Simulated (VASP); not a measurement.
# Ta (Im-3m) in VASP: a series of runs

The runs below take Ta through single point, with PBEsol.

Program: VASP 6.6.1. These are calculated values, not measurements. Logs are shortened: lines on timing, memory, paths and dates and some standing lists are left out, and cuts for length are marked.

**1. The cell of the first run**

It takes space group Im-3m (No. 229, cubic). Conventional cell: a = 3.262 Å, b = 3.262 Å, c = 3.262 Å, α = 90.00°, β = 90.00°, γ = 90.00°. Ta (site symmetry m-3m) has 14 Ta at 2.82 to 3.26 Å within 3.7 Å.

**2. Single point, PBEsol (17.35 Å³/atom)**

File INCAR:

```
PREC = Accurate
ENCUT = 520
EDIFF = 1E-7
ISMEAR = -1
SIGMA = 0.15
LREAL = F
LASPH = T
NELM = 100
ALGO = Normal
ISIF = 2
LWAVE = F
LCHARG = F
GGA = PS
NBANDS = 12
```

File KPOINTS:

```
Automatic mesh
0
Gamma
  20 20 20
```

File POSCAR:

```
Ta
1.0
   -1.6308454680      1.6308454680      1.6308454680
    1.6308454680     -1.6308454680      1.6308454680
    1.6308454680      1.6308454680     -1.6308454680
Ta
1
Direct
    0.0000000000      0.0000000000      0.0000000000
```

Potentials or basis: VASP PAW PBE potentials, release 64 (Ta_pv).

Launch:

```
$ cat potpaw_PBE.64/Ta_pv/POTCAR > POTCAR
$ mpirun -np 1 vasp_std > vasp.out
```

OUTCAR:

```text
PREC = Accurate
   ENCUT = 520
   EDIFF = 1E-7
   ISMEAR = -1
   LREAL = F
   LASPH = T
   NELM = 100
   ISIF = 2
   GGA = PS

 ion  position               nearest neighbor table
   1  0.000  0.000  0.000-

  LATTYP: Found a body centered cubic cell.
 ALAT       =     3.2616909360

  Lattice vectors:

 A1 = (  -1.6308454680,   1.6308454680,   1.6308454680)
 A2 = (   1.6308454680,  -1.6308454680,   1.6308454680)
 A3 = (   1.6308454680,   1.6308454680,  -1.6308454680)

Analysis of symmetry for initial positions (statically):
=====================================================================
 Subroutine PRICEL returns:
 Original cell was already a primitive cell.

 Routine SETGRP: Setting up the symmetry group for a
 body centered cubic supercell.

 Subroutine GETGRP returns: Found 48 space group operations
 (whereof 48 operations were pure point group operations)
 out of a pool of 48 trial point group operations.

The static configuration has the point symmetry O_h .

Analysis of symmetry for dynamics (positions and initial velocities):
=====================================================================
 Subroutine PRICEL returns:
 Original cell was already a primitive cell.

 Routine SETGRP: Setting up the symmetry group for a
 body centered cubic supercell.

 Subroutine GETGRP returns: Found 48 space group operations
 (whereof 48 operations were pure point group operations)
 out of a pool of 48 trial point group operations.

The dynamic configuration has the point symmetry O_h .

 Subroutine INISYM returns: Found 48 space group operations
 (whereof 48 operations are pure point group operations),
 and found     1 'primitive' translations

----------------------------------------------------------------------------------------

                                     Primitive cell

  volume of cell :      17.3500

  direct lattice vectors                    reciprocal lattice vectors
    -1.630845468  1.630845468  1.630845468     0.000000000  0.306589441  0.306589441
     1.630845468 -1.630845468  1.630845468     0.306589441  0.000000000  0.306589441
     1.630845468  1.630845468 -1.630845468     0.306589441  0.306589441  0.000000000

  length of vectors
     2.824707210  2.824707210  2.824707210     0.433582945  0.433582945  0.433582945

  position of ions in fractional coordinates (direct lattice)
     0.000000000  0.000000000  0.000000000

  ion indices of the primitive-cell ions
   primitive index   ion index
                 1           1

----------------------------------------------------------------------------------------

 KPOINTS: Automatic mesh

Automatic generation of k-mesh.
 Grid dimensions read from file:
 generate k-points for:   20   20   20

 Generating k-lattice:

  Cartesian coordinates                     Fractional coordinates (reciprocal lattice)
     0.000000000  0.015329472  0.015329472     0.050000000  0.000000000  0.000000000
     0.015329472  0.000000000  0.015329472     0.000000000  0.050000000  0.000000000
     0.015329472  0.015329472  0.000000000     0.000000000  0.000000000  0.050000000

  Length of vectors
     0.021679147  0.021679147  0.021679147

  Shift w.r.t. Gamma in fractional coordinates (k-lattice)
     0.000000000  0.000000000  0.000000000

 Subroutine IBZKPT returns following result:
 ===========================================

 Found    256 irreducible k-points:

 Following reciprocal coordinates:
            Coordinates               Weight
  0.000000  0.000000  0.000000      1.000000
  0.050000  0.000000  0.000000     12.000000
  0.100000  0.000000  0.000000     12.000000
  0.150000  0.000000  0.000000     12.000000
  0.200000  0.000000  0.000000     12.000000
  0.250000  0.000000  0.000000     12.000000
[... 16 lines left out ...]
  0.200000  0.100000  0.000000     48.000000
  0.250000  0.100000 -0.000000     48.000000
 [... further k-points ...]
   k-points           NKPTS =    256   k-points in BZ     NKDIM =    256   number of bands    NBANDS=     12
   number of dos      NEDOS =    301   number of ions     NIONS =      1
   total plane-waves  NPLWV =  13824
   dimension x,y,z NGX =    24 NGY =   24 NGZ =   24
   dimension x,y,z NGXF=    48 NGYF=   48 NGZF=   48
   ions per type =               1
   NGX,Y,Z   is equivalent  to a cutoff of  14.13, 14.13, 14.13 a.u.
   NGXF,Y,Z  is equivalent  to a cutoff of  28.25, 28.25, 28.25 a.u.
 SYSTEM =  unknown system
   PREC   = accura    normal or accurate (medium, high low for compatibility)
   ISTART =      0    job   : 0-new  1-cont  2-samecut
   ICHARG =      2    charge: 1-file 2-atom 10-const
   ISPIN  =      1    spin polarized calculation?
   LNONCOLLINEAR =      F non collinear calculations
   LSORBIT =      F    spin-orbit coupling
   LASPH  =      T    aspherical Exc in radial PAW
   ENCUT  =  520.0 eV  38.22 Ry    6.18 a.u.   5.25  5.25  5.25*2*pi/ulx,y,z
   NELM   =    100;   NELMIN=  2; NELMDL= -5     # of ELM steps
   EDIFF  = 0.1E-06   stopping-criterion for ELM
   LREAL  =      F    real-space projection
   EDIFFG = 0.1E-05   stopping-criterion for IOM
   NSW    =      0    number of steps for IOM
   IBRION =     -1    ionic relax: 0-MD 1-quasi-New 2-CG
   NFREE  =      0    steps in history (QN), initial steepest desc. (CG)
   ISIF   =      2    stress and relaxation
   ISYM   =      2    0-nonsym 1-usesym 2-fastsym
   POTIM  = 0.5000    time-step for ionic-motion
   TEBEG  =    0.0;   TEEND  =   0.0 temperature during run
   PSTRESS=    0.0 pullay stress
   NELECT =      11.0000    total number of electrons
   NUPDOWN=      -1.0000    fix difference up-down
   EMIN   =  10.00;   EMAX   =-10.00  energy-range for DOS
   EFERMI =   0.00;   METHOD = LEGACY
   ISMEAR =    -1;   SIGMA  =   0.15  broadening in eV -4-tet -1-fermi 0-gaus
   EFERMI_NEDOS =   21; number of points for ismear=-14 and -15
   IALGO  =     38    algorithm
   IMIX   =      4    mixing-type and parameters
     AMIX     =   0.40;   BMIX     =  1.00
     AMIX_MAG =   1.60;   BMIX_MAG =  1.00
  volume/ion in A,a.u.               =      17.35       117.08
  Fermi-wavevector in a.u.,A,eV,Ry     =   1.406392  2.657695 26.911470  1.977937
  Thomas-Fermi vector in A             =   2.528757
   LORBIT       =      0    0 simple, 1 ext, 2 COOP (PROOUT), +10 PAW based schemes
   GGA     = PS    functional components
   LHFCALC =     F    Hartree Fock is set to
   AEXX    =    0.0000 exact exchange contribution
   IVDW    =     0    specifies the selected vdW correction
   LEPSILON=     F    determine dielectric tensor
   LRPA    =     F    only Hartree local field effects (RPA)
 non-spin polarized calculation
  energy-cutoff  :      520.00
  volume of cell :       17.35
 maximum number of plane-waves:       484
 NGX is ok and might be reduce to    24
   NGX = 11   NGY = 11   NGZ = 11

 number of electron      11.0000000 magnetization

 Free energy of the ion-electron system (eV)
  ---------------------------------------------------
  ext. energy  EPLUGINS =         0.00000000
  ---------------------------------------------------
  free energy    TOTEN  =       -12.59350557 eV

  energy without entropy =      -12.50226156  energy(sigma->0) =      -12.54788356

 E-fermi :   5.6503     XC(G=0): -12.9207

 val. band max:        5.6420033729   @ k =  -0.4000   0.4000   0.1000
 cond. band min:       5.6618781401   @ k =   0.3500   0.2000   0.0500
 fundamental gap:      0.0198747672
 Fermi energy:         5.6503169527

 k-point     1 :       0.0000    0.0000    0.0000
  band No.  band energies     occupation
      1     -27.2441      2.00000
      2     -27.2441      2.00000
      3     -27.2441      2.00000
      4      -2.4459      2.00000
      5       6.3468      0.01907
      6       6.3468      0.01907
      7       6.3468      0.01907
      8       9.7516      0.00000
      9       9.7516      0.00000
     10      20.4241      0.00000
     11      20.8435      0.00000
     12      20.8435      0.00000

 k-point     2 :       0.0500    0.0000    0.0000
  band No.  band energies     occupation
      1     -27.2801      2.00000
      2     -27.2550      2.00000
      3     -27.2443      2.00000
      4      -2.3278      2.00000
      5       6.2690      0.03183
      6       6.3258      0.02190
      7       6.4623      0.00887
      8       9.6200      0.00000
      9       9.7511      0.00000
     10      20.4242      0.00000
     11      20.9529      0.00000
     12      21.0491      0.00000

 k-point     3 :       0.1000    0.0000    0.0000
  band No.  band energies     occupation
      1     -27.3833      2.00000
      2     -27.2865      2.00000
      3     -27.2450      2.00000
      4      -1.9839      2.00000
      5       6.0515      0.12899
      6       6.2404      0.03838
      7       6.8060      0.00090
      8       9.3263      0.00000
      9       9.7555      0.00000
     10      20.4237      0.00000
     11      21.2420      0.00000
     12      21.6488      0.00000
[... 286 lines left out ...]
 k-point    23 :       0.2000    0.1000    0.0000
  band No.  band energies     occupation
      1     -27.9809      2.00000
      2     -27.4673      2.00000
      3     -27.2936      2.00000
      4       0.2241      2.00000
      5       4.9738      1.97825
      6       5.2344      1.88235
      7       8.7958      0.00000
      8       9.5598      0.00000
      9      10.2792      0.00000
     10      20.4131      0.00000
     11      21.3819      0.00000
     12      22.8886      0.00000

 k-point    24 :       0.2500    0.1000   -0.0000
  band No.  band energies     occupation
      1     -28.1581      2.00000
      2     -27.5434      2.00000
      3     -27.2972      2.00000
      4       0.8445      2.00000
      5       4.6463      1.99753
      6       5.1793      1.91705
      7       9.0191      0.00000
      8      10.4233      0.00000
      9      10.6693      0.00000
     10      20.2484      0.00000
     11      20.4744      0.00000
     12      21.9529      0.00000

 [... further k-points ...]

------------------------ aborting loop because EDIFF is reached ----------------------------------------

  FORCE on cell =-STRESS in cart. coord.  units (eV):
  Direction    XX          YY          ZZ          XY          YZ          ZX
  --------------------------------------------------------------------------------------
  -------------------------------------------------------------------------------------
  Total        0.4940465      0.4940465      0.4940465     -0.0000000     -0.0000000     -0.0000000
  in kB       45.6225976     45.6225976     45.6225976     -0.0000000     -0.0000000     -0.0000000
  external PRESSURE =      45.6225976 kB  Pullay stress =       0.0000000 kB

 VOLUME and BASIS-vectors are now :
 -----------------------------------------------------------------------------
  energy-cutoff  :      520.00
  volume of cell :       17.35
      direct lattice vectors                 reciprocal lattice vectors
    -1.630845468  1.630845468  1.630845468     0.000000000  0.306589441  0.306589441
     1.630845468 -1.630845468  1.630845468     0.306589441  0.000000000  0.306589441
     1.630845468  1.630845468 -1.630845468     0.306589441  0.306589441  0.000000000

 POSITION                                       TOTAL-FORCE (eV/Angst)
 -----------------------------------------------------------------------------------
      0.00000      0.00000      0.00000         0.000000     -0.000000     -0.000000
 -----------------------------------------------------------------------------------
    total drift:                               -0.000000      0.000000      0.000000

  FREE ENERGIE OF THE ION-ELECTRON SYSTEM (eV)
  ---------------------------------------------------
  free  energy   TOTEN  =       -12.5935055666 eV

  energy  without entropy=      -12.5022615577  energy(sigma->0) =      -12.54788356
```

Wall time 24 s (1 thread of AMD EPYC 9R45 (Zen 5), shared host); peak memory 0.15 GiB.

Results:

- Free energy: -12.5935 eV
- Pressure: 4.6 GPa
- Band gap on the k mesh: zero (an odd number of electrons rules out a gap without spin polarisation)

Caveat: the cell stands under pressure; the PAW data sets were made with another functional, which shifts forces and pressure a little; spin-orbit coupling is left out, which moves the levels of the heavy elements.

(Continued in part 2 of 2.)
